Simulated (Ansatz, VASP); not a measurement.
# One calculation of Lu2Si3P, two programs

```xyz
6
Lattice="5.2234 0.0000 0.0000 -2.6117 4.5236 0.0000 0.0000 0.0000 4.9849" Properties=species:S:1:pos:R:3 pbc="T T T"
Lu    2.6117    1.5079    0.0000
Lu    0.0000    3.0157    0.0000
Si   -1.3058    2.2618    2.4924
Si    1.3058    2.2618    2.4924
Si    2.6117    0.0000    2.4924
P     0.0000    0.0000    0.0000
```

Change from the starting cell: species swapped into the YSi2Rh3 type (P6/mmm, No. 191).

Alike in both runs: functional PBE; k mesh 6 × 6 × 4; occupations gaussian, width 0.1 eV; no spin polarisation.

Ansatz relaxed the structure, and its values are those at the end. VASP's run is a single point on that final structure, the one shown.

```csv
,VASP,Ansatz
version,VASP 6.6.1,Ansatz 0.2.0
potentials or method,"VASP PAW PBE potentials, release 64 (Lu, Si, P), cutoff 520 eV","scalar-relativistic, plane waves, PAW"
valence electrons in the cell,67,67
```

|  | VASP | Ansatz | Ansatz less VASP |
| --- | --- | --- | --- |
| gap on the k mesh at the Fermi level (eV) | none | none | - |
| pressure (GPa) | 0.2 | 0.0 | -0.22 |

A gap of «none» marks a metal or a gap that the smearing closes.

Neither program's run includes spin-orbit coupling.
